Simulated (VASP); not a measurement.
# Sn (C2/c) in VASP: single point with revPBE

Aim: the single point of Sn with revPBE.

Program: VASP 6.6.1. These are calculated values, not measurements. Logs are shortened: lines on timing, memory, paths and dates and some standing lists are left out, and cuts for length are marked.

## 1. The cell of the first run

The structure is monoclinic, space group C2/c (No. 15). The conventional cell has a = 3.187 Å, b = 8.367 Å, c = 4.474 Å, α = 90.00°, β = 110.75°, γ = 90.00°. Within 4.0 Å of Sn (site symmetry 2) lie 10 Sn at 3.06 to 3.81 Å.

## 2. Single point, revPBE (27.90 Å³/atom)

Contents of INCAR:

```
SYSTEM = Sn
ALGO = Normal
EDIFF = 1E-7
ENCUT = 520
GGA = RE
ISIF = 2
ISMEAR = -1
LASPH = .True.
LCHARG = .True.
LELF = .True.
LREAL = .False.
LVHAR = .True.
LWAVE = .False.
NBANDS = 21
NELM = 80
PREC = Accurate
SIGMA = 0.1
```

Contents of KPOINTS:

```
k-points
0
Gamma
  18 18 12
  0 0 0
```

Contents of POSCAR:

```
Sn
1.0
   -2.9572392902      2.9594301455      1.5936188425
    2.9594301455     -2.9572392902      1.5936188425
    2.9574487576      2.9574487576     -1.5896028850
Sn
2
Direct
    0.0000421255      0.9999578745      1.0000000000
    0.7499578745      0.2500421255      0.5000000000
```

Potentials or basis: VASP PAW PBE potentials, release 64 (Sn_d).

Command:

```
$ cat potpaw_PBE.64/Sn_d/POTCAR > POTCAR
$ mpirun -np 1 vasp_std > vasp.out
```

OUTCAR:

```text
SYSTEM = Sn
   EDIFF = 1E-7
   ENCUT = 520
   GGA = RE
   ISIF = 2
   ISMEAR = -1
   LASPH = .True.
   LREAL = .False.
   NELM = 80
   PREC = Accurate

 ion  position               nearest neighbor table
   1  0.000  1.000  0.000-   2 3.06   2 3.06   2 3.06   2 3.06
   2  0.750  0.250  0.500-   1 3.06   1 3.06   1 3.06   1 3.06

  LATTYP: Found a base centered monoclinic cell.
 ALAT       =     3.1872391910
 B/A-ratio  =     2.6252921914
 C/A-ratio  =     1.4038337643
 COS(beta)  =    -0.3543609501

  Lattice vectors:

 A1 = (  -2.9572392902,   2.9594301455,   1.5936188425)
 A2 = (   2.9594301455,  -2.9572392902,   1.5936188425)
 A3 = (   2.9574487576,   2.9574487576,  -1.5896028850)

Analysis of symmetry for initial positions (statically):
=====================================================================
 Subroutine PRICEL returns:
 Original cell was already a primitive cell.

 Routine SETGRP: Setting up the symmetry group for a
 base centered monoclinic supercell.

 Subroutine GETGRP returns: Found  4 space group operations
 (whereof  2 operations were pure point group operations)
 out of a pool of  4 trial point group operations.

The static configuration has the point symmetry C_2 .
 The point group associated with its full space group is C_2h.

Analysis of symmetry for dynamics (positions and initial velocities):
=====================================================================
 Subroutine PRICEL returns:
 Original cell was already a primitive cell.

 Routine SETGRP: Setting up the symmetry group for a
 base centered monoclinic supercell.

 Subroutine GETGRP returns: Found  4 space group operations
 (whereof  2 operations were pure point group operations)
 out of a pool of  4 trial point group operations.

The dynamic configuration has the point symmetry C_2 .
 The point group associated with its full space group is C_2h.

 Subroutine INISYM returns: Found  4 space group operations
 (whereof  2 operations are pure point group operations),
 and found     1 'primitive' translations

----------------------------------------------------------------------------------------

                                     Primitive cell

  volume of cell :      55.7917

  direct lattice vectors                    reciprocal lattice vectors
    -2.957239290  2.959430145  1.593618842    -0.000218849  0.168795156  0.313635434
     2.959430145 -2.957239290  1.593618842     0.168795156 -0.000218849  0.313635434
     2.957448758  2.957448758 -1.589602885     0.169002197  0.169002197 -0.000232339

  length of vectors
     4.476953431  4.476953431  4.474353991     0.356172764  0.356172764  0.239005312

  position of ions in fractional coordinates (direct lattice)
     0.000042126  0.999957874  1.000000000
     0.749957874  0.250042126  0.500000000

  ion indices of the primitive-cell ions
   primitive index   ion index
                 1           1
                 2           2

----------------------------------------------------------------------------------------

 KPOINTS: k-points

Automatic generation of k-mesh.
 Grid dimensions read from file:
 generate k-points for:   18   18   12

 Generating k-lattice:

  Cartesian coordinates                     Fractional coordinates (reciprocal lattice)
    -0.000012158  0.009377509  0.017424191     0.055555556  0.000000000  0.000000000
     0.009377509 -0.000012158  0.017424191     0.000000000  0.055555556  0.000000000
     0.014083516  0.014083516 -0.000019362    -0.000000000 -0.000000000  0.083333333

  Length of vectors
     0.019787376  0.019787376  0.019917109

  Shift w.r.t. Gamma in fractional coordinates (k-lattice)
     0.000000000  0.000000000  0.000000000

 Subroutine IBZKPT returns following result:
 ===========================================

 Found   1037 irreducible k-points:

 Following reciprocal coordinates:
            Coordinates               Weight
  0.000000  0.000000  0.000000      1.000000
  0.055556  0.000000 -0.000000      4.000000
  0.111111  0.000000 -0.000000      4.000000
  0.166667  0.000000  0.000000      4.000000
  0.222222  0.000000  0.000000      4.000000
  0.277778  0.000000 -0.000000      4.000000
[... 16 lines left out ...]
 -0.277778  0.055556  0.000000      4.000000
 -0.222222  0.055556  0.000000      4.000000
 [... further k-points ...]
   k-points           NKPTS =   1037   k-points in BZ     NKDIM =   1037   number of bands    NBANDS=     21
   number of dos      NEDOS =    301   number of ions     NIONS =      2
   total plane-waves  NPLWV =  46656
   dimension x,y,z NGX =    36 NGY =   36 NGZ =   36
   dimension x,y,z NGXF=    72 NGYF=   72 NGZF=   72
   ions per type =               2
   NGX,Y,Z   is equivalent  to a cutoff of  13.37, 13.37, 13.38 a.u.
   NGXF,Y,Z  is equivalent  to a cutoff of  26.74, 26.74, 26.75 a.u.
 SYSTEM =  Sn
   PREC   = accura    normal or accurate (medium, high low for compatibility)
   ISTART =      0    job   : 0-new  1-cont  2-samecut
   ICHARG =      2    charge: 1-file 2-atom 10-const
   ISPIN  =      1    spin polarized calculation?
   LNONCOLLINEAR =      F non collinear calculations
   LSORBIT =      F    spin-orbit coupling
   LASPH  =      T    aspherical Exc in radial PAW
   ENCUT  =  520.0 eV  38.22 Ry    6.18 a.u.   8.32  8.32  8.32*2*pi/ulx,y,z
   NELM   =     80;   NELMIN=  2; NELMDL= -5     # of ELM steps
   EDIFF  = 0.1E-06   stopping-criterion for ELM
   LREAL  =      F    real-space projection
   EDIFFG = 0.1E-05   stopping-criterion for IOM
   NSW    =      0    number of steps for IOM
   IBRION =     -1    ionic relax: 0-MD 1-quasi-New 2-CG
   NFREE  =      0    steps in history (QN), initial steepest desc. (CG)
   ISIF   =      2    stress and relaxation
   ISYM   =      2    0-nonsym 1-usesym 2-fastsym
   POTIM  = 0.5000    time-step for ionic-motion
   TEBEG  =    0.0;   TEEND  =   0.0 temperature during run
   PSTRESS=    0.0 pullay stress
   NELECT =      28.0000    total number of electrons
   NUPDOWN=      -1.0000    fix difference up-down
   EMIN   =  10.00;   EMAX   =-10.00  energy-range for DOS
   EFERMI =   0.00;   METHOD = LEGACY
   ISMEAR =    -1;   SIGMA  =   0.10  broadening in eV -4-tet -1-fermi 0-gaus
   EFERMI_NEDOS =   21; number of points for ismear=-14 and -15
   IALGO  =     38    algorithm
   IMIX   =      4    mixing-type and parameters
     AMIX     =   0.40;   BMIX     =  1.00
     AMIX_MAG =   1.60;   BMIX_MAG =  1.00
  volume/ion in A,a.u.               =      27.90       188.25
  Fermi-wavevector in a.u.,A,eV,Ry     =   1.300981  2.458498 23.028571  1.692552
  Thomas-Fermi vector in A             =   2.432145
   LORBIT       =      0    0 simple, 1 ext, 2 COOP (PROOUT), +10 PAW based schemes
   GGA     = RE    functional components
   LHFCALC =     F    Hartree Fock is set to
   AEXX    =    0.0000 exact exchange contribution
   IVDW    =     0    specifies the selected vdW correction
   LEPSILON=     F    determine dielectric tensor
   LRPA    =     F    only Hartree local field effects (RPA)
 non-spin polarized calculation
  energy-cutoff  :      520.00
  volume of cell :       55.79
 maximum number of plane-waves:      1522
 NGX is ok and might be reduce to    36
   NGX = 17   NGY = 17   NGZ = 17

 number of electron      27.9999989 magnetization

 Free energy of the ion-electron system (eV)
  ---------------------------------------------------
  ext. energy  EPLUGINS =         0.00000000
  ---------------------------------------------------
  free energy    TOTEN  =        -6.99410822 eV

  energy without entropy =       -6.96033667  energy(sigma->0) =       -6.97722245

 E-fermi :   7.7177     XC(G=0): -10.1165

 val. band max:        7.7172617561   @ k =   0.5000  -0.0000   0.3333
 cond. band min:       7.7179117239   @ k =  -0.1667   0.3889   0.4167
 fundamental gap:      0.0006499678
 Fermi energy:         7.7176561972

 k-point     1 :       0.0000    0.0000    0.0000
  band No.  band energies     occupation
      1     -13.9405      2.00000
      2     -13.8773      2.00000
      3     -13.8265      2.00000
      4     -13.8258      2.00000
      5     -13.6794      2.00000
      6     -13.6792      2.00000
[... 13 lines left out ...]
     20      17.3055      0.00000
     21      18.0057      0.00000

 k-point     2 :       0.0556    0.0000   -0.0000
  band No.  band energies     occupation
      1     -13.9388      2.00000
      2     -13.8710      2.00000
      3     -13.8238      2.00000
      4     -13.8191      2.00000
      5     -13.6839      2.00000
      6     -13.6835      2.00000
[... 13 lines left out ...]
     20      17.3097      0.00000
     21      17.7933      0.00000

 k-point     3 :       0.1111    0.0000   -0.0000
  band No.  band energies     occupation
      1     -13.9335      2.00000
      2     -13.8532      2.00000
      3     -13.8179      2.00000
      4     -13.7990      2.00000
      5     -13.6949      2.00000
      6     -13.6914      2.00000
[... 13 lines left out ...]
     20      16.6388      0.00000
     21      16.7135      0.00000

 k-point     4 :       0.1667    0.0000    0.0000
  band No.  band energies     occupation
      1     -13.9247      2.00000
      2     -13.8274      2.00000
      3     -13.8089      2.00000
      4     -13.7726      2.00000
      5     -13.7095      2.00000
      6     -13.6965      2.00000
[... 13 lines left out ...]
     20      15.8186      0.00000
     21      16.0793      0.00000

 k-point     5 :       0.2222    0.0000    0.0000
  band No.  band energies     occupation
      1     -13.9135      2.00000
      2     -13.8004      2.00000
      3     -13.7981      2.00000
      4     -13.7537      2.00000
      5     -13.7254      2.00000
      6     -13.6929      2.00000
[... 13 lines left out ...]
     20      15.1497      0.00000
     21      16.0257      0.00000
[... 382 lines left out ...]
     20      14.8911      0.00000
     21      16.8081      0.00000

 k-point    22 :      -0.3333    0.0556    0.0000
  band No.  band energies     occupation
      1     -13.8932      2.00000
      2     -13.7866      2.00000
      3     -13.7812      2.00000
      4     -13.7664      2.00000
      5     -13.7339      2.00000
      6     -13.7044      2.00000
[... 13 lines left out ...]
     20      15.0147      0.00000
     21      16.2554      0.00000

 k-point    23 :      -0.2778    0.0556    0.0000
  band No.  band energies     occupation
      1     -13.9050      2.00000
      2     -13.8039      2.00000
      3     -13.7913      2.00000
      4     -13.7649      2.00000
      5     -13.7226      2.00000
      6     -13.6944      2.00000
[... 13 lines left out ...]
     20      15.4915      0.00000
     21      15.9379      0.00000

 k-point    24 :      -0.2222    0.0556    0.0000
  band No.  band energies     occupation
      1     -13.9168      2.00000
      2     -13.8296      2.00000
      3     -13.8025      2.00000
      4     -13.7808      2.00000
      5     -13.7082      2.00000
      6     -13.6901      2.00000
[... 13 lines left out ...]
     20      16.0035      0.00000
     21      16.1779      0.00000

 [... further k-points ...]

------------------------ aborting loop because EDIFF is reached ----------------------------------------

  FORCE on cell =-STRESS in cart. coord.  units (eV):
  Direction    XX          YY          ZZ          XY          YZ          ZX
  --------------------------------------------------------------------------------------
  -------------------------------------------------------------------------------------
  Total        0.6300326      0.6300326      0.7628831     -0.0042603     -0.0057820     -0.0057820
  in kB       18.0927343     18.0927343     21.9078195     -0.1223433     -0.1660435     -0.1660413
  external PRESSURE =      19.3644294 kB  Pullay stress =       0.0000000 kB

 VOLUME and BASIS-vectors are now :
 -----------------------------------------------------------------------------
  energy-cutoff  :      520.00
  volume of cell :       55.79
      direct lattice vectors                 reciprocal lattice vectors
    -2.957239290  2.959430145  1.593618842    -0.000218849  0.168795156  0.313635434
     2.959430145 -2.957239290  1.593618842     0.168795156 -0.000218849  0.313635434
     2.957448758  2.957448758 -1.589602885     0.169002197  0.169002197 -0.000232339

 POSITION                                       TOTAL-FORCE (eV/Angst)
 -----------------------------------------------------------------------------------
      2.95918     -2.95699      1.59362        -0.000398      0.000398      0.000000
      0.00090      2.95874      0.79882         0.000398     -0.000398     -0.000000
 -----------------------------------------------------------------------------------
    total drift:                                0.000000      0.000000     -0.000000

  FREE ENERGIE OF THE ION-ELECTRON SYSTEM (eV)
  ---------------------------------------------------
  free  energy   TOTEN  =        -6.9941082238 eV

  energy  without entropy=       -6.9603366740  energy(sigma->0) =       -6.97722245
```

Wall time 21 min (1 thread of Oxide Virtual Turin-like, shared host); peak memory 0.92 GiB.

Results:

| Quantity | Value |
| --- | --- |
| Free energy | -6.9941 eV |
| Pressure | 1.9 GPa |
| Band gap on the k mesh | zero (bands 14 and 15 overlap by 4.19 eV) |

Levels at points of the mesh, in eV from the Fermi level:
| k point | band 12 | band 13 | band 14 | band 15 | band 16 | band 17 |
| --- | --- | --- | --- | --- | --- | --- |
| (0.00, 0.00, 0.00) | -3.78 | -1.94 | -1.94 | 2.96 | 6.02 | 6.02 |
| (0.50, 0.00, 0.00) | -5.26 | -2.31 | -1.67 | -1.03 | 2.29 | 2.81 |
| (0.50, 0.50, 0.00) | -8.75 | 0.55 | 0.55 | 1.46 | 1.46 | 6.08 |
| (0.00, 0.00, 0.50) | -8.75 | 0.55 | 0.55 | 1.46 | 1.46 | 6.10 |
| (0.50, 0.00, 0.50) | -5.25 | -2.33 | -1.67 | -1.04 | 2.28 | 2.78 |
| (0.50, 0.50, 0.50) | -7.50 | -4.66 | -4.66 | 5.16 | 5.16 | 9.02 |

Caveat: the PAW data sets were made with another functional, which shifts forces and pressure a little; spin-orbit coupling is left out, which moves the levels of the heavy elements.
